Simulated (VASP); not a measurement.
Crystal: MgCdSe.

```xyz
3
Lattice="4.7748 0.0000 0.0000 -2.3874 4.1351 0.0000 0.0000 0.0000 3.6044" Properties=species:S:1:pos:R:3 pbc="T T T"
Mg    2.3874    1.3784    1.8022
Cd    0.0000    2.7567    0.0000
Se    0.0000    0.0000    0.0000
```

```yaml
Program: VASP 6.6.1
Task: relaxation of cell and atoms
Functional: PBE
Potentials_or_basis: VASP PAW PBE potentials, release 64 (Mg, Cd, Se)
Cutoff: 600 eV
k_mesh: 6 × 6 × 6
Occupations: gaussian, width 0.1 eV
Spin: no spin polarisation
```

At the start: pressure -0.2 GPa; volume 23.72 Å³/atom.

Q: Where does the relaxation end?

A: Over 5 steps the energy falls by 5.5 meV/atom and the volume is 24.13 Å³/atom (+1.7 %); space group P-6m2 (No. 187, to 0.05 Å).

Step by step:
```
step  energy change (eV)  largest force (eV/Å)  pressure (GPa)  volume (Å³)
   1              0.0000                0.0000           -0.20        71.17
   2             -0.0106                0.0000            0.36        70.85
   3             -0.0123                0.0000            0.72        70.66
   4             -0.0160                0.0000            0.21        71.76
   5             -0.0164                0.0000           -0.05        72.38
```

Final structure:
```cif
data_structure
_symmetry_space_group_name_H-M 'P 1'
_symmetry_Int_Tables_number 1
_cell_length_a 4.7324
_cell_length_b 4.7324
_cell_length_c 3.7318
_cell_angle_alpha 90.000
_cell_angle_beta 90.000
_cell_angle_gamma 120.000
_cell_volume 72.38
loop_
_atom_site_label
_atom_site_type_symbol
_atom_site_fract_x
_atom_site_fract_y
_atom_site_fract_z
_atom_site_occupancy
Mg1 Mg 0.66667 0.33333 0.50000 1
Cd1 Cd 0.33333 0.66667 0.00000 1
Se1 Se 0.00000 0.00000 0.00000 1
```
